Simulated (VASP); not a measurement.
A run of VASP 6.6.1 is set up as follows.

File INCAR:

```
PREC = Accurate ; ENCUT = 520
EDIFF = 1E-6 ; ISMEAR = 1
SIGMA = 0.1 ; LREAL = False
LASPH = True ; NELM = 80
ALGO = Normal ; ISIF = 2
LWAVE = False ; LCHARG = True
GGA = PE ; LELF = True
LVHAR = True ; NBANDS = 19
```

The input KPOINTS:

```
Automatic mesh
0
Gamma
  11 11 6
```

The input POSCAR:

```
Ti
1.0
    2.9201999828      0.0000000000      0.0000000000
   -1.4600999914      2.5289673681      0.0000000000
    0.0000000000      0.0000000000      4.6327240405
Ti
2
Direct
    0.3333333333      0.6666666667      0.2500000000
    0.6666666667      0.3333333333      0.7500000000
```

Potentials or basis: VASP PAW PBE potentials, release 64 (Ti_sv).

Launch:

```sh
$ cat potpaw_PBE.64/Ti_sv/POTCAR > POTCAR
$ mpirun -np 1 vasp_std > vasp.out
```

**Question.** What does it give for the pressure?

**Answer.** 1.6 GPa.

**Question.** What does it give for the band gap on the k mesh?

**Answer.** Zero (band 12 reaches 9.28 eV, above the bottom of band 13 at 8.27 eV).
